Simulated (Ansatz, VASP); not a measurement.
## KTaO3: VASP beside Ansatz

```
CELL_PARAMETERS angstrom
4.04540 0.00000 0.00000
0.00000 4.04540 0.00000
0.00000 0.00000 4.04540
ATOMIC_POSITIONS crystal
K 0.50000 0.50000 0.50000
Ta 0.00000 0.00000 0.00000
O 0.00000 0.50000 0.00000
O 0.00000 0.00000 0.50000
O 0.50000 0.00000 0.00000
```

Change from the starting cell: equal strain along all axes, cell held, atoms relaxed: +1.5 %.

Alike in both runs: task single point; functional PBEsol; k mesh 8 × 8 × 8; occupations gaussian, width 0.02 eV; no spin polarisation.

|  | VASP | Ansatz |
| --- | --- | --- |
| version | VASP 6.6.1 | Ansatz 0.2.0 |
| potentials or method | VASP PAW PBE potentials, release 64 (K_sv, Ta_pv, O), cutoff 520 eV | scalar-relativistic, plane waves, PAW |
| valence electrons in the cell | 38 | 40 |

```csv
,VASP,Ansatz,Ansatz less VASP
gap on the k mesh at the Fermi level (eV),2.00,2.04,+0.044
least direct gap on the mesh (eV),2.63,2.67,+0.035
pressure (GPa),-7.7,-8.2,-0.58
```

VASP's potentials were made for PBE, not for PBEsol. VASP's potentials hold 38 valence electrons a cell and Ansatz's 40, so a difference there can come from the potentials and not from the codes.

Spin-orbit coupling is off throughout.
